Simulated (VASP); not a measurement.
## Si7N8O2: single point with PBE

The system is Si7N8O2.

```
CELL_PARAMETERS angstrom
5.83863 0.06278 0.10759
0.06278 6.03672 0.09796
0.10759 0.09796 5.82051
ATOMIC_POSITIONS crystal
Si 0.88582 0.59484 0.06141
Si 0.32193 0.37323 0.60896
Si 0.54345 0.00569 0.77538
Si 0.48214 0.02441 0.33320
Si 0.14051 0.91280 0.98629
Si 0.00899 0.63256 0.52814
Si 0.98532 0.27337 0.24507
N 0.98255 0.73073 0.80975
N 0.51340 0.84108 0.55439
N 0.03250 0.75862 0.24221
N 0.53257 0.28725 0.76185
N 0.25897 0.19999 0.38090
N 0.39537 0.46901 0.06203
N 0.42477 0.93170 0.04029
N 0.53919 0.58906 0.09137
O 0.02555 0.16385 0.95068
O 0.72746 0.16573 0.32482
```

```yaml
Program: VASP 6.6.1
Task: single point
Functional: PBE
Potentials_or_basis: VASP PAW PBE potentials, release 64 (Si, N, O)
Cutoff: 520 eV
k_mesh: 1 × 1 × 1, shifted
Occupations: fermi-dirac, width 0.05 eV
Spin: no spin polarisation
```

```json
{"Pressure": "3.3 GPa", "Largest force": "3.223 eV/Å", "Band gap on the k mesh": "1.40 eV"}
```

Forces in eV/Å, atoms in the order of the input:
```
Si  -0.428 -0.918  0.489
Si  -2.066  1.502 -1.966
Si   0.888  0.875  0.199
Si   1.725 -0.188 -1.864
Si  -1.830 -0.329  1.228
Si   0.242 -1.949 -0.817
Si  -0.984 -0.706  0.179
N    0.591  1.788  0.012
N   -0.214 -0.264  0.449
N   -0.121  2.013 -0.162
N    1.751 -1.689  0.376
N   -2.509  0.808  0.340
N    0.182  0.431 -0.156
N    1.010  0.487  0.312
N    0.862 -0.808  0.908
O    0.242 -0.711  1.340
O    0.659 -0.341 -0.866
```

Stress tensor (GPa, compression positive):
```
-0.30 -2.16 -5.05
-2.16 13.90 -1.44
-5.05 -1.44 -3.60
```

Levels at points of the mesh, in eV from the valence-band top:
| k point | band 38 | band 39 | band 40 | band 41 | band 42 | band 43 |
| --- | --- | --- | --- | --- | --- | --- |
| (0.25, 0.25, 0.25) | -1.73 | -1.47 | 0.00 | 1.40 | 1.65 | 2.18 |

Wall time 40 s on 1 thread of Intel Xeon 6975P-C (shared host), peak memory 0.32 GiB.

Caveat: the k points lie up to 1.08 Å⁻¹ apart; the standard files for N, O and F lose accuracy on very short bonds.
